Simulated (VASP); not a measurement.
# Na in VASP: notebook

The runs below take Na through single point, with PBE.

All numbers are computed with VASP 6.6.1; they aren't measurements. Logs are shortened: lines on timing, memory, paths and dates and some standing lists are left out, and cuts for length are marked.

## Step 1: The cell of the first run

The typed cell holds 4 atoms: a = 6.042 Å, b = 4.050 Å, c = 7.959 Å, α = 90.00°, β = 131.09°, γ = 90.00°.

The cell was generated, and may not be a known phase.

## Step 2: Single point, PBE

Input file INCAR:

```
PREC = Accurate
ENCUT = 520
EDIFF = 1E-7
ISMEAR = 0
SIGMA = 0.1
LREAL = False
LASPH = True
NELM = 80
ALGO = Fast
ISIF = 2
LWAVE = False
LCHARG = False
GGA = PE
NBANDS = 22
```

Input file KPOINTS:

```
regular mesh
0
Gamma
  4 4 4
```

Input file POSCAR:

```
Na
1.0
    5.9078317103      0.0000000000     -1.2654511883
    0.0000000000      4.0503949868      0.0000000000
   -3.8584644919      0.0000000000      6.9617305574
Na
4
Direct
    0.2420821006      0.0205564934      0.9923209089
    0.7579178994      0.5205564934      0.0076790911
    0.2580061507      0.0243935066      0.5080995405
    0.7419938493      0.5243935066      0.4919004595
```

Potentials or basis: VASP PAW PBE potentials, release 64 (Na_pv).

Started as:

```bash
> cat potpaw_PBE.64/Na_pv/POTCAR > POTCAR
> mpirun -np 1 vasp_std > vasp.out
```

OUTCAR:

```text
PREC = Accurate
   ENCUT = 520
   EDIFF = 1E-7
   ISMEAR = 0
   LREAL = False
   LASPH = True
   NELM = 80
   ISIF = 2
   GGA = PE

 ion  position               nearest neighbor table
   1  0.242  0.021  0.992-
   2  0.758  0.521  0.008-
   3  0.258  0.024  0.508-
   4  0.742  0.524  0.492-

  LATTYP: Found a simple monoclinic cell.
 ALAT       =     6.0418409634
 B/A-ratio  =     0.6703908645
 C/A-ratio  =     1.0019658389
 COS(beta)  =    -0.1339404618

  Lattice vectors:

 A1 = (   5.9078317103,   0.0000000000,  -1.2654511883)
 A2 = (   0.0000000000,  -4.0503949868,   0.0000000000)
 A3 = (  -2.0493672184,   0.0000000000,  -5.6962793691)

Analysis of symmetry for initial positions (statically):
=====================================================================
 Subroutine PRICEL returns:
 Original cell was already a primitive cell.

 Routine SETGRP: Setting up the symmetry group for a
 simple monoclinic supercell.

 Subroutine GETGRP returns: Found  2 space group operations
 (whereof  1 operations were pure point group operations)
 out of a pool of  4 trial point group operations.

The static configuration has the point symmetry C_1 .
 The point group associated with its full space group is C_2 .

Analysis of symmetry for dynamics (positions and initial velocities):
=====================================================================
 Subroutine PRICEL returns:
 Original cell was already a primitive cell.

 Routine SETGRP: Setting up the symmetry group for a
 simple monoclinic supercell.

 Subroutine GETGRP returns: Found  2 space group operations
 (whereof  1 operations were pure point group operations)
 out of a pool of  4 trial point group operations.

The dynamic configuration has the point symmetry C_1 .
 The point group associated with its full space group is C_2 .

 Subroutine INISYM returns: Found  2 space group operations
 (whereof  1 operations are pure point group operations),
 and found     1 'primitive' translations

----------------------------------------------------------------------------------------

                                     Primitive cell

  volume of cell :     146.8108

  direct lattice vectors                    reciprocal lattice vectors
     5.907831710  0.000000000 -1.265451188     0.192068753  0.000000000  0.106452046
     0.000000000  4.050394987  0.000000000     0.000000000  0.246889502  0.000000000
    -3.858464492  0.000000000  6.961730557     0.034912818  0.000000000  0.162992500

  length of vectors
     6.041840963  4.050394987  7.959487458     0.219596093  0.246889502  0.166689712

  position of ions in fractional coordinates (direct lattice)
     0.242082101  0.020556493  0.992320909
     0.757917899  0.520556493  0.007679091
     0.258006151  0.024393507  0.508099540
     0.741993849  0.524393507  0.491900460

  ion indices of the primitive-cell ions
   primitive index   ion index
                 1           1
                 2           2
                 3           3
                 4           4

----------------------------------------------------------------------------------------

 KPOINTS: regular mesh

Automatic generation of k-mesh.
 Grid dimensions read from file:
 generate k-points for:    4    4    4

 Generating k-lattice:

  Cartesian coordinates                     Fractional coordinates (reciprocal lattice)
     0.048017188  0.000000000  0.026613012     0.250000000  0.000000000  0.000000000
     0.000000000  0.061722375  0.000000000     0.000000000  0.250000000  0.000000000
     0.008728204  0.000000000  0.040748125     0.000000000  0.000000000  0.250000000

  Length of vectors
     0.054899023  0.061722375  0.041672428

  Shift w.r.t. Gamma in fractional coordinates (k-lattice)
     0.000000000  0.000000000  0.000000000

 Subroutine IBZKPT returns following result:
 ===========================================

 Found     30 irreducible k-points:

 Following reciprocal coordinates:
            Coordinates               Weight
  0.000000  0.000000  0.000000      1.000000
  0.250000  0.000000 -0.000000      2.000000
  0.500000  0.000000 -0.000000      1.000000
  0.000000  0.250000  0.000000      2.000000
  0.250000  0.250000 -0.000000      4.000000
  0.500000  0.250000 -0.000000      2.000000
[... 16 lines left out ...]
  0.250000  0.000000  0.500000      2.000000
  0.500000  0.000000  0.500000      1.000000
 [... further k-points ...]
   k-points           NKPTS =     30   k-points in BZ     NKDIM =     30   number of bands    NBANDS=     22
   number of dos      NEDOS =    301   number of ions     NIONS =      4
   total plane-waves  NPLWV =  86400
   dimension x,y,z NGX =    48 NGY =   30 NGZ =   60
   dimension x,y,z NGXF=    96 NGYF=   60 NGZF=  120
   ions per type =               4
   NGX,Y,Z   is equivalent  to a cutoff of  13.21, 12.31, 12.53 a.u.
   NGXF,Y,Z  is equivalent  to a cutoff of  26.42, 24.63, 25.06 a.u.
 SYSTEM =  unknown system
   PREC   = accura    normal or accurate (medium, high low for compatibility)
   ISTART =      0    job   : 0-new  1-cont  2-samecut
   ICHARG =      2    charge: 1-file 2-atom 10-const
   ISPIN  =      1    spin polarized calculation?
   LNONCOLLINEAR =      F non collinear calculations
   LSORBIT =      F    spin-orbit coupling
   LASPH  =      T    aspherical Exc in radial PAW
   ENCUT  =  520.0 eV  38.22 Ry    6.18 a.u.  11.23  7.53 14.80*2*pi/ulx,y,z
   NELM   =     80;   NELMIN=  2; NELMDL= -5     # of ELM steps
   EDIFF  = 0.1E-06   stopping-criterion for ELM
   LREAL  =      F    real-space projection
   EDIFFG = 0.1E-05   stopping-criterion for IOM
   NSW    =      0    number of steps for IOM
   IBRION =     -1    ionic relax: 0-MD 1-quasi-New 2-CG
   NFREE  =      0    steps in history (QN), initial steepest desc. (CG)
   ISIF   =      2    stress and relaxation
   ISYM   =      2    0-nonsym 1-usesym 2-fastsym
   POTIM  = 0.5000    time-step for ionic-motion
   TEBEG  =    0.0;   TEEND  =   0.0 temperature during run
   PSTRESS=    0.0 pullay stress
   NELECT =      28.0000    total number of electrons
   NUPDOWN=      -1.0000    fix difference up-down
   EMIN   =  10.00;   EMAX   =-10.00  energy-range for DOS
   EFERMI =   0.00;   METHOD = LEGACY
   ISMEAR =     0;   SIGMA  =   0.10  broadening in eV -4-tet -1-fermi 0-gaus
   EFERMI_NEDOS =   21; number of points for ismear=-14 and -15
   IALGO  =     68    algorithm
   IMIX   =      4    mixing-type and parameters
     AMIX     =   0.40;   BMIX     =  1.00
     AMIX_MAG =   1.60;   BMIX_MAG =  1.00
  volume/ion in A,a.u.               =      36.70       247.68
  Fermi-wavevector in a.u.,A,eV,Ry     =   0.942341  1.780767 12.082070  0.888007
  Thomas-Fermi vector in A             =   2.069941
   LORBIT       =      0    0 simple, 1 ext, 2 COOP (PROOUT), +10 PAW based schemes
   GGA     = PE    functional components
   LHFCALC =     F    Hartree Fock is set to
   AEXX    =    0.0000 exact exchange contribution
   IVDW    =     0    specifies the selected vdW correction
   LEPSILON=     F    determine dielectric tensor
   LRPA    =     F    only Hartree local field effects (RPA)
 non-spin polarized calculation
 RMM-DIIS sequential band-by-band and
 Gauss-broadening in eV      SIGMA  =   0.10
  energy-cutoff  :      520.00
  volume of cell :      146.81
 maximum number of plane-waves:      3977
 NGX is ok and might be reduce to    48

 number of electron      28.0000008 magnetization

 Free energy of the ion-electron system (eV)
  ---------------------------------------------------
  ext. energy  EPLUGINS =         0.00000000
  ---------------------------------------------------
  free energy    TOTEN  =        -5.22630686 eV

  energy without entropy =       -5.21706855  energy(sigma->0) =       -5.22168771

 E-fermi :   0.3610     XC(G=0):  -6.5280

 val. band max:        0.0610347708   @ k =   0.2500   0.0000   0.2500
 cond. band min:       0.3972322877   @ k =   0.0000   0.5000   0.5000
 fundamental gap:      0.3361975169
 Fermi energy:         0.3610132933

 k-point     1 :       0.0000    0.0000    0.0000
  band No.  band energies     occupation
      1     -24.5732      2.00000
      2     -24.5729      2.00000
      3     -24.5676      2.00000
      4     -24.5590      2.00000
      5     -24.5581      2.00000
      6     -24.5465      2.00000
[... 14 lines left out ...]
     21       5.8854      0.00000
     22       6.2191      0.00000

 k-point     2 :       0.2500    0.0000   -0.0000
  band No.  band energies     occupation
      1     -24.5676      2.00000
      2     -24.5673      2.00000
      3     -24.5640      2.00000
      4     -24.5555      2.00000
      5     -24.5548      2.00000
      6     -24.5466      2.00000
[... 14 lines left out ...]
     21       6.6059      0.00000
     22       7.2103      0.00000

 k-point     3 :       0.5000    0.0000   -0.0000
  band No.  band energies     occupation
      1     -24.5570      2.00000
      2     -24.5570      2.00000
      3     -24.5539      2.00000
      4     -24.5539      2.00000
      5     -24.5508      2.00000
      6     -24.5507      2.00000
[... 14 lines left out ...]
     21       7.2670      0.00000
     22       7.2775      0.00000
[... 476 lines left out ...]
 k-point    23 :       0.2500    0.0000    0.5000
  band No.  band energies     occupation
      1     -24.5656      2.00000
      2     -24.5655      2.00000
      3     -24.5624      2.00000
      4     -24.5598      2.00000
      5     -24.5552      2.00000
      6     -24.5469      2.00000
[... 14 lines left out ...]
     21       6.3947      0.00000
     22       7.4311      0.00000

 k-point    24 :       0.5000    0.0000    0.5000
  band No.  band energies     occupation
      1     -24.5680      2.00000
      2     -24.5678      2.00000
      3     -24.5548      2.00000
      4     -24.5545      2.00000
      5     -24.5528      2.00000
      6     -24.5525      2.00000
[... 14 lines left out ...]
     21       6.7827      0.00000
     22       6.7848      0.00000

 [... further k-points ...]

------------------------ aborting loop because EDIFF is reached ----------------------------------------

  FORCE on cell =-STRESS in cart. coord.  units (eV):
  Direction    XX          YY          ZZ          XY          YZ          ZX
  --------------------------------------------------------------------------------------
  -------------------------------------------------------------------------------------
  Total        0.0921202      0.0266809      0.0677609      0.0000000      0.0000000     -0.0047260
  in kB        1.0053272      0.2911748      0.7394889      0.0000000      0.0000000     -0.0515758
  external PRESSURE =       0.6786637 kB  Pullay stress =       0.0000000 kB

 VOLUME and BASIS-vectors are now :
 -----------------------------------------------------------------------------
  energy-cutoff  :      520.00
  volume of cell :      146.81
      direct lattice vectors                 reciprocal lattice vectors
     5.907831710  0.000000000 -1.265451188     0.192068753  0.000000000  0.106452046
     0.000000000  4.050394987  0.000000000     0.000000000  0.246889502  0.000000000
    -3.858464492  0.000000000  6.961730557     0.034912818  0.000000000  0.162992500

 POSITION                                       TOTAL-FORCE (eV/Angst)
 -----------------------------------------------------------------------------------
     -2.39865      0.08326      6.60193         0.002204      0.004671      0.000933
      4.44802      2.10846     -0.90565        -0.002204      0.004671     -0.000933
     -0.43623      0.09880      3.21076        -0.001005     -0.004671     -0.004190
      2.48559      2.12400      2.48552         0.001005     -0.004671      0.004190
 -----------------------------------------------------------------------------------
    total drift:                                0.000007      0.002593     -0.000015

  FREE ENERGIE OF THE ION-ELECTRON SYSTEM (eV)
  ---------------------------------------------------
  free  energy   TOTEN  =        -5.2263068640 eV

  energy  without entropy=       -5.2170685477  energy(sigma->0) =       -5.22168771
```

It took 39 s on 1 thread of Intel Xeon 6975P-C (Granite Rapids), shared host; peak memory 0.28 GiB.

What came out:

- Free energy: -5.2263 eV
- Pressure: 0.1 GPa
- Largest force: 0.006 eV/Å
- Band gap on the k mesh: zero (bands 14 and 15 overlap by 2.09 eV)

Forces on the atoms (eV/Å):
```
Na   0.002  0.005  0.001
Na  -0.002  0.005 -0.001
Na  -0.001 -0.005 -0.004
Na   0.001 -0.005  0.004
```

Levels at points of the mesh, in eV from the Fermi level:
```
           k point  band 12  band 13  band 14  band 15  band 16  band 17
(0.00, 0.00, 0.00)   -24.90    -3.30     0.66     0.67     1.11     1.12
(0.50, 0.00, 0.00)   -24.91    -1.46    -1.46    -0.90    -0.90     5.69
(0.00, 0.50, 0.00)   -24.91    -0.98    -0.98     2.74     2.74     2.75
(0.50, 0.50, 0.00)   -24.90     0.60     0.60     1.03     1.03     1.09
(0.00, 0.00, 0.50)   -24.90    -2.23    -2.23     1.30     1.30     2.48
(0.50, 0.00, 0.50)   -24.90    -2.23    -2.23     1.27     1.31     2.44
(0.00, 0.50, 0.50)   -24.90     0.04     0.04     0.04     0.04     3.47
(0.50, 0.50, 0.50)   -24.90     0.04     0.04     0.04     0.04     3.43
```

Caveat: the k points lie up to 0.39 Å⁻¹ apart, too coarse for converged energies and pressures of a metal.

## Step 3: Single point, PBE

This run uses another cell than the first one: it holds 2 atoms, not 4.

Input file INCAR:

```
SYSTEM = Na
ALGO     = Fast           ! electronic algorithm
EDIFF    = 1E-6           ! SCF threshold, eV
ENCUT    = 520            ! plane-wave cutoff, eV
GGA      = PE             ! functional
ISIF     = 2              ! what is computed and relaxed
ISMEAR   = 0              ! smearing method
LASPH    = .TRUE.         ! aspherical terms in the spheres
LCHARG   = .FALSE.        ! write CHGCAR
LREAL    = .FALSE.        ! projectors in reciprocal space
LWAVE    = .FALSE.        ! write WAVECAR
NBANDS   = 14             ! bands
NELM     = 60             ! most SCF steps
PREC     = Accurate       ! precision mode
SIGMA    = 0.1            ! smearing width, eV
```

Input file KPOINTS:

```
k-points
0
G
  16 16 10
  0 0 0
```

Input file POSCAR:

```
Na
1.0
    3.0186244507     -2.0427740758      0.0805166341
    3.0186244507      2.0427740758      0.0805166341
   -0.6477762232      0.0000000000      5.9719500664
Na
2
Direct
    0.7433171987      0.7433171987      0.2497076193
    0.2566828013      0.2566828013      0.7502923807
```

Potentials or basis: VASP PAW PBE potentials, release 64 (Na_pv).

Started as:

```bash
> cat potpaw_PBE.64/Na_pv/POTCAR > POTCAR
> mpirun -np 1 vasp_std > vasp.out
```

OUTCAR:

```text
SYSTEM = Na
   EDIFF = 1E-6
   ENCUT = 520
   GGA = PE
   ISIF = 2
   ISMEAR = 0
   LASPH = .TRUE.
   LREAL = .FALSE.
   NELM = 60
   PREC = Accurate

 ion  position               nearest neighbor table
   1  0.743  0.743  0.250-
   2  0.257  0.257  0.750-

  LATTYP: Found a base centered monoclinic cell.
 ALAT       =     6.0393961628
 B/A-ratio  =     0.6764828869
 C/A-ratio  =     0.9946324513
 COS(beta)  =    -0.0812906087

  Lattice vectors:

 A1 = (   3.0186244507,  -2.0427740758,   0.0805166341)
 A2 = (   3.0186244507,   2.0427740758,   0.0805166341)
 A3 = (  -0.6477762232,   0.0000000000,   5.9719500664)

Analysis of symmetry for initial positions (statically):
=====================================================================
 Subroutine PRICEL returns:
 Original cell was already a primitive cell.

 Routine SETGRP: Setting up the symmetry group for a
 base centered monoclinic supercell.

 Subroutine GETGRP returns: Found  4 space group operations
 (whereof  4 operations were pure point group operations)
 out of a pool of  4 trial point group operations.

[... 176 lines left out ...]
      5     -24.5588      2.00000
      6     -24.5586      2.00000
      7      -2.9463      2.00000
      8       1.0324      0.00000
      9       1.4803      0.00000
     10       8.9134      0.00000
     11       9.8668      0.00000
     12       9.9709      0.00000
     13      10.8550      0.00000
     14      11.7519      0.00000
[... 377 lines left out ...]
      1     -24.5944      2.00000
      2     -24.5714      2.00000
      3     -24.5610      2.00000
      4     -24.5601      2.00000
      5     -24.5599      2.00000
      6     -24.5598      2.00000
      7      -2.8007      2.00000
      8       1.1610      0.00000
      9       1.6198      0.00000
     10       7.3767      0.00000
     11       8.4169      0.00000
     12      10.4532      0.00000
     13      11.2671      0.00000
     14      11.7190      0.00000

 [... further k-points ...]

------------------------ aborting loop because EDIFF is reached ----------------------------------------

  FORCE on cell =-STRESS in cart. coord.  units (eV):
  Direction    XX          YY          ZZ          XY          YZ          ZX
  --------------------------------------------------------------------------------------
  -------------------------------------------------------------------------------------
  Total       -0.0088006      0.0098205     -0.0142800      0.0000000      0.0000000      0.0006501
  in kB       -0.1908936      0.2130175     -0.3097477      0.0000000      0.0000000      0.0141005
  external PRESSURE =      -0.0958746 kB  Pullay stress =       0.0000000 kB

 VOLUME and BASIS-vectors are now :
 -----------------------------------------------------------------------------
  energy-cutoff  :      520.00
  volume of cell :       73.86
      direct lattice vectors                 reciprocal lattice vectors
     3.018624451 -2.042774076  0.080516634     0.165160509 -0.244765197  0.017914927
     3.018624451  2.042774076  0.080516634     0.165160509  0.244765197  0.017914927
    -0.647776223  0.000000000  5.971950066    -0.004453543  0.000000000  0.166966416

 POSITION                                       TOTAL-FORCE (eV/Angst)
 -----------------------------------------------------------------------------------
      4.32584      0.00000      1.61094         0.001497      0.000000      0.002522
      1.06364      0.00000      4.52204        -0.001497      0.000000     -0.002522
 -----------------------------------------------------------------------------------
    total drift:                                0.000000      0.000000      0.000000

  FREE ENERGIE OF THE ION-ELECTRON SYSTEM (eV)
  ---------------------------------------------------
  free  energy   TOTEN  =        -2.6243991927 eV

  energy  without entropy=       -2.6196641189  energy(sigma->0) =       -2.62203166
```

Wall time 3.4 min (1 thread of Intel Xeon 6975P-C (Granite Rapids), shared host); peak memory 0.59 GiB.

What came out:

```yaml
Free_energy: -2.6244 eV
Pressure: 0.0 GPa
Band_gap_on_the_k_mesh: zero (bands 7 and 8 overlap by 4.15 eV)
```

Forces on the atoms (eV/Å):
```
Na   0.001  0.000  0.003
Na  -0.001  0.000 -0.003
```

Levels at points of the mesh, in eV from the Fermi level:
```
           k point  band 4  band 5  band 6  band 7  band 8  band 9  band 10  band 11
(0.00, 0.00, 0.00)  -24.91  -24.91  -24.91   -3.30    0.68    1.13     8.56     9.52
(0.50, 0.00, 0.00)  -24.93  -24.91  -24.91    0.00    0.00    3.59     3.60     4.58
(0.50, 0.50, 0.00)  -24.93  -24.92  -24.91    0.64    1.08    4.02     4.08     4.88
(0.00, 0.00, 0.50)  -24.92  -24.91  -24.91   -2.22   -2.22    5.86     5.86     9.44
(0.50, 0.00, 0.50)  -24.92  -24.91  -24.91    0.66    0.96    1.10     1.46     7.58
(0.50, 0.50, 0.50)  -24.93  -24.92  -24.92    1.43    1.47    2.25     2.29     6.27
```

The gap in the log of VASP goes by the Fermi energy; the results here count the filled bands.